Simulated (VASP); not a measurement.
# Sn (Im-3m) in VASP: further runs

Sn is run at these levels: PBE; tasks: single point, relaxation of cell and atoms.

Program: VASP 6.6.1. These are calculated values, not measurements. Logs are shortened: lines on timing, memory, paths and dates and some standing lists are left out, and cuts for length are marked.

**1. The cell of the first run**

The structure is cubic, space group Im-3m (No. 229). Conventional cell: a = 3.203 Å, b = 3.203 Å, c = 3.203 Å, α = 90.00°, β = 90.00°, γ = 90.00°. Within 3.7 Å of Sn (site symmetry m-3m) lie 14 Sn at 2.77 to 3.20 Å.

**2. Single point, PBE**

The input, INCAR:

```
SYSTEM = Sn
ALGO = Normal
EDIFF = 1E-6
ENCUT = 520
GGA = PE
ISIF = 2
ISMEAR = -1
LASPH = .True.
LCHARG = .True.
LELF = .True.
LREAL = .False.
LVHAR = .True.
LWAVE = .False.
NBANDS = 13
NELM = 80
PREC = Accurate
SIGMA = 0.08
```

The input, KPOINTS:

```
k-points
0
Gamma
  17 17 17
  0 0 0
```

The input, POSCAR:

```
Sn
1.0
   -1.6015296869      1.6015296869      1.6015296869
    1.6015296869     -1.6015296869      1.6015296869
    1.6015296869      1.6015296869     -1.6015296869
Sn
1
Direct
    0.0000000000      0.0000000000      0.0000000000
```

Potentials or basis: VASP PAW PBE potentials, release 64 (Sn_d).

Command:

```console
$ cat potpaw_PBE.64/Sn_d/POTCAR > POTCAR
$ mpirun -np 1 vasp_std > vasp.out
```

OUTCAR:

```text
SYSTEM = Sn
   EDIFF = 1E-6
   ENCUT = 520
   GGA = PE
   ISIF = 2
   ISMEAR = -1
   LASPH = .True.
   LREAL = .False.
   NELM = 80
   PREC = Accurate

 ion  position               nearest neighbor table
   1  0.000  0.000  0.000-

  LATTYP: Found a body centered cubic cell.
 ALAT       =     3.2030593738

  Lattice vectors:

 A1 = (  -1.6015296869,   1.6015296869,   1.6015296869)
 A2 = (   1.6015296869,  -1.6015296869,   1.6015296869)
 A3 = (   1.6015296869,   1.6015296869,  -1.6015296869)

Analysis of symmetry for initial positions (statically):
=====================================================================
 Subroutine PRICEL returns:
 Original cell was already a primitive cell.

 Routine SETGRP: Setting up the symmetry group for a
 body centered cubic supercell.

 Subroutine GETGRP returns: Found 48 space group operations
 (whereof 48 operations were pure point group operations)
 out of a pool of 48 trial point group operations.

The static configuration has the point symmetry O_h .

Analysis of symmetry for dynamics (positions and initial velocities):
=====================================================================
 Subroutine PRICEL returns:
 Original cell was already a primitive cell.

 Routine SETGRP: Setting up the symmetry group for a
 body centered cubic supercell.

 Subroutine GETGRP returns: Found 48 space group operations
 (whereof 48 operations were pure point group operations)
 out of a pool of 48 trial point group operations.

The dynamic configuration has the point symmetry O_h .

 Subroutine INISYM returns: Found 48 space group operations
 (whereof 48 operations are pure point group operations),
 and found     1 'primitive' translations

----------------------------------------------------------------------------------------

                                     Primitive cell

  volume of cell :      16.4310

  direct lattice vectors                    reciprocal lattice vectors
    -1.601529687  1.601529687  1.601529687     0.000000000  0.312201518  0.312201518
     1.601529687 -1.601529687  1.601529687     0.312201518  0.000000000  0.312201518
     1.601529687  1.601529687 -1.601529687     0.312201518  0.312201518  0.000000000

  length of vectors
     2.773930788  2.773930788  2.773930788     0.441519622  0.441519622  0.441519622

  position of ions in fractional coordinates (direct lattice)
     0.000000000  0.000000000  0.000000000

  ion indices of the primitive-cell ions
   primitive index   ion index
                 1           1

----------------------------------------------------------------------------------------

 KPOINTS: k-points

Automatic generation of k-mesh.
 Grid dimensions read from file:
 generate k-points for:   17   17   17

 Generating k-lattice:

  Cartesian coordinates                     Fractional coordinates (reciprocal lattice)
     0.000000000  0.018364795  0.018364795     0.058823529  0.000000000  0.000000000
     0.018364795  0.000000000  0.018364795     0.000000000  0.058823529  0.000000000
     0.018364795  0.018364795  0.000000000     0.000000000  0.000000000  0.058823529

  Length of vectors
     0.025971742  0.025971742  0.025971742

  Shift w.r.t. Gamma in fractional coordinates (k-lattice)
     0.000000000  0.000000000  0.000000000

 Subroutine IBZKPT returns following result:
 ===========================================

 Found    165 irreducible k-points:

 Following reciprocal coordinates:
            Coordinates               Weight
  0.000000  0.000000  0.000000      1.000000
  0.058824  0.000000  0.000000     12.000000
  0.117647  0.000000  0.000000     12.000000
  0.176471  0.000000  0.000000     12.000000
  0.235294  0.000000  0.000000     12.000000
  0.294118  0.000000  0.000000     12.000000
[... 16 lines left out ...]
  0.411765  0.117647  0.000000     48.000000
  0.176471  0.176471  0.000000     24.000000
 [... further k-points ...]
   k-points           NKPTS =    165   k-points in BZ     NKDIM =    165   number of bands    NBANDS=     13
   number of dos      NEDOS =    301   number of ions     NIONS =      1
   total plane-waves  NPLWV =  13824
   dimension x,y,z NGX =    24 NGY =   24 NGZ =   24
   dimension x,y,z NGXF=    48 NGYF=   48 NGZF=   48
   ions per type =               1
   NGX,Y,Z   is equivalent  to a cutoff of  14.38, 14.38, 14.38 a.u.
   NGXF,Y,Z  is equivalent  to a cutoff of  28.77, 28.77, 28.77 a.u.
 SYSTEM =  Sn
   PREC   = accura    normal or accurate (medium, high low for compatibility)
   ISTART =      0    job   : 0-new  1-cont  2-samecut
   ICHARG =      2    charge: 1-file 2-atom 10-const
   ISPIN  =      1    spin polarized calculation?
   LNONCOLLINEAR =      F non collinear calculations
   LSORBIT =      F    spin-orbit coupling
   LASPH  =      T    aspherical Exc in radial PAW
   ENCUT  =  520.0 eV  38.22 Ry    6.18 a.u.   5.16  5.16  5.16*2*pi/ulx,y,z
   NELM   =     80;   NELMIN=  2; NELMDL= -5     # of ELM steps
   EDIFF  = 0.1E-05   stopping-criterion for ELM
   LREAL  =      F    real-space projection
   EDIFFG = 0.1E-04   stopping-criterion for IOM
   NSW    =      0    number of steps for IOM
   IBRION =     -1    ionic relax: 0-MD 1-quasi-New 2-CG
   NFREE  =      0    steps in history (QN), initial steepest desc. (CG)
   ISIF   =      2    stress and relaxation
   ISYM   =      2    0-nonsym 1-usesym 2-fastsym
   POTIM  = 0.5000    time-step for ionic-motion
   TEBEG  =    0.0;   TEEND  =   0.0 temperature during run
   PSTRESS=    0.0 pullay stress
   NELECT =      14.0000    total number of electrons
   NUPDOWN=      -1.0000    fix difference up-down
   EMIN   =  10.00;   EMAX   =-10.00  energy-range for DOS
   EFERMI =   0.00;   METHOD = LEGACY
   ISMEAR =    -1;   SIGMA  =   0.08  broadening in eV -4-tet -1-fermi 0-gaus
   EFERMI_NEDOS =   21; number of points for ismear=-14 and -15
   IALGO  =     38    algorithm
   IMIX   =      4    mixing-type and parameters
     AMIX     =   0.40;   BMIX     =  1.00
     AMIX_MAG =   1.60;   BMIX_MAG =  1.00
  volume/ion in A,a.u.               =      16.43       110.88
  Fermi-wavevector in a.u.,A,eV,Ry     =   1.552015  2.932883 32.773032  2.408750
  Thomas-Fermi vector in A             =   2.656451
   LORBIT       =      0    0 simple, 1 ext, 2 COOP (PROOUT), +10 PAW based schemes
   GGA     = PE    functional components
   LHFCALC =     F    Hartree Fock is set to
   AEXX    =    0.0000 exact exchange contribution
   IVDW    =     0    specifies the selected vdW correction
   LEPSILON=     F    determine dielectric tensor
   LRPA    =     F    only Hartree local field effects (RPA)
 non-spin polarized calculation
  energy-cutoff  :      520.00
  volume of cell :       16.43
 maximum number of plane-waves:       458
 NGX is ok and might be reduce to    24
   NGX = 11   NGY = 11   NGZ = 11

 number of electron      14.0000003 magnetization

 Free energy of the ion-electron system (eV)
  ---------------------------------------------------
  ext. energy  EPLUGINS =         0.00000000
  ---------------------------------------------------
  free energy    TOTEN  =        -1.94491962 eV

  energy without entropy =       -1.93595235  energy(sigma->0) =       -1.94043599

 E-fermi :  15.9651     XC(G=0): -12.9656

 val. band max:       15.9211103223   @ k =  -0.3529   0.4118   0.2941
 cond. band min:      15.9852778670   @ k =  -0.2941   0.4706   0.0588
 fundamental gap:      0.0641675448
 Fermi energy:        15.9651049405

 k-point     1 :       0.0000    0.0000    0.0000
  band No.  band energies     occupation
      1      -6.4839      2.00000
      2      -6.4839      2.00000
      3      -6.4839      2.00000
      4      -5.9216      2.00000
      5      -5.9216      2.00000
      6       0.0949      2.00000
      7      28.5651      0.00000
      8      28.5651      0.00000
      9      28.5651      0.00000
     10      29.9450      0.00000
     11      29.9450      0.00000
     12      29.9450      0.00000
     13      33.4317      0.00000

 k-point     2 :       0.0588    0.0000    0.0000
  band No.  band energies     occupation
      1      -6.4920      2.00000
      2      -6.4772      2.00000
      3      -6.4551      2.00000
      4      -5.9303      2.00000
      5      -5.9218      2.00000
      6       0.2079      2.00000
      7      27.5585      0.00000
      8      28.3646      0.00000
      9      28.4199      0.00000
     10      29.1511      0.00000
     11      29.1939      0.00000
     12      29.5940      0.00000
     13      33.6303      0.00000

 k-point     3 :       0.1176    0.0000    0.0000
  band No.  band energies     occupation
      1      -6.5148      2.00000
      2      -6.4610      2.00000
      3      -6.3716      2.00000
      4      -5.9533      2.00000
      5      -5.9223      2.00000
      6       0.5495      2.00000
      7      24.9871      0.00000
      8      27.4096      0.00000
      9      27.6764      0.00000
     10      28.0725      0.00000
     11      28.7188      0.00000
     12      29.6830      0.00000
     13      34.0141      0.00000
[... 305 lines left out ...]
 k-point    23 :       0.4118    0.1176    0.0000
  band No.  band energies     occupation
      1      -6.6754      2.00000
      2      -6.5288      2.00000
      3      -5.9611      2.00000
      4      -5.9508      2.00000
      5      -5.6391      2.00000
      6       7.9410      2.00000
      7       9.9462      2.00000
      8      18.9708      0.00000
      9      22.0552      0.00000
     10      27.6050      0.00000
     11      30.5821      0.00000
     12      33.4916      0.00000
     13      36.0605      0.00000

 k-point    24 :       0.1765    0.1765    0.0000
  band No.  band energies     occupation
      1      -6.5845      2.00000
      2      -6.4427      2.00000
      3      -6.0257      2.00000
      4      -5.9873      2.00000
      5      -5.8992      2.00000
      6       3.2466      2.00000
      7      18.2846      0.00000
      8      19.0214      0.00000
      9      23.5467      0.00000
     10      28.5836      0.00000
     11      30.1523      0.00000
     12      32.8297      0.00000
     13      35.3319      0.00000

 [... further k-points ...]
[... 5 lines left out ...]
  --------------------------------------------------------------------------------------
  -------------------------------------------------------------------------------------
  Total        8.9104070      8.9104070      8.9104070     -0.0000000      0.0000000     -0.0000000
  in kB      868.8466938    868.8466938    868.8466938     -0.0000000      0.0000000     -0.0000000
  external PRESSURE =     868.8466938 kB  Pullay stress =       0.0000000 kB

 VOLUME and BASIS-vectors are now :
 -----------------------------------------------------------------------------
  energy-cutoff  :      520.00
  volume of cell :       16.43
      direct lattice vectors                 reciprocal lattice vectors
    -1.601529687  1.601529687  1.601529687     0.000000000  0.312201518  0.312201518
     1.601529687 -1.601529687  1.601529687     0.312201518  0.000000000  0.312201518
     1.601529687  1.601529687 -1.601529687     0.312201518  0.312201518  0.000000000

 POSITION                                       TOTAL-FORCE (eV/Angst)
 -----------------------------------------------------------------------------------
      0.00000      0.00000      0.00000         0.000000      0.000000      0.000000
 -----------------------------------------------------------------------------------
    total drift:                                0.000000      0.000000      0.000000

  FREE ENERGIE OF THE ION-ELECTRON SYSTEM (eV)
  ---------------------------------------------------
  free  energy   TOTEN  =        -1.9449196234 eV

  energy  without entropy=       -1.9359523478  energy(sigma->0) =       -1.94043599
```

It took 28 s on 1 thread of Intel Xeon Platinum 8488C (Sapphire Rapids), shared host; peak memory 0.16 GiB.

Results:

```yaml
Free_energy: -1.9449 eV
Pressure: 86.9 GPa
Band_gap_on_the_k_mesh: zero (band 7 reaches 28.57 eV, above the bottom of band 8 at 11.58 eV)
```

Caveat: spin-orbit coupling is left out, which moves the levels of the heavy elements.

**3. Single point, PBE**

The input, INCAR:

```
SYSTEM = Sn
PREC     = Accurate       ! precision mode
ENCUT    = 520            ! plane-wave cutoff, eV
EDIFF    = 1E-7           ! SCF threshold, eV
ISMEAR   = -1             ! smearing method
SIGMA    = 0.08           ! smearing width, eV
LREAL    = .FALSE.        ! projectors in reciprocal space
LASPH    = .TRUE.         ! aspherical terms in the spheres
NELM     = 100            ! most SCF steps
ALGO     = Normal         ! electronic algorithm
ISIF     = 2              ! what is computed and relaxed
LWAVE    = .FALSE.        ! write WAVECAR
LCHARG   = .FALSE.        ! write CHGCAR
GGA      = PE             ! functional
NBANDS   = 13             ! bands
```

The input, KPOINTS:

```
Automatic mesh
0
G
  17 17 17
  0 0 0
```

The input, POSCAR:

```
Sn
1.0
   -1.6013347325      1.6013347325      1.6013347325
    1.6013347325     -1.6013347325      1.6013347325
    1.6013347325      1.6013347325     -1.6013347325
Sn
1
Direct
    0.0000000000      0.0000000000      0.0000000000
```

Potentials or basis: VASP PAW PBE potentials, release 64 (Sn_d).

Command:

```console
$ cat potpaw_PBE.64/Sn_d/POTCAR > POTCAR
$ mpirun -np 1 vasp_std > vasp.out
```

Run time: 19 s. Hardware: 1 thread of Intel Xeon Platinum 8488C (Sapphire Rapids), shared host; peak memory 0.16 GiB.

The run converged. Its results:

| Item | Value |
| --- | --- |
| Free energy | -1.9417 eV |
| Pressure | 87.1 GPa |
| Band gap on the k mesh | zero (band 7 reaches 28.57 eV, above the bottom of band 8 at 11.59 eV) |

Levels at points of the mesh, in eV from the Fermi level:
```
           k point  band 3  band 4  band 5  band 6  band 7  band 8  band 9  band 10  band 11  band 12
(0.00, 0.00, 0.00)  -22.45  -21.89  -21.89  -15.87   12.60   12.60   12.60    13.99    13.99    13.99
```

Caveat: spin-orbit coupling is left out, which moves the levels of the heavy elements.

(Part 1 of 2 ends here.)
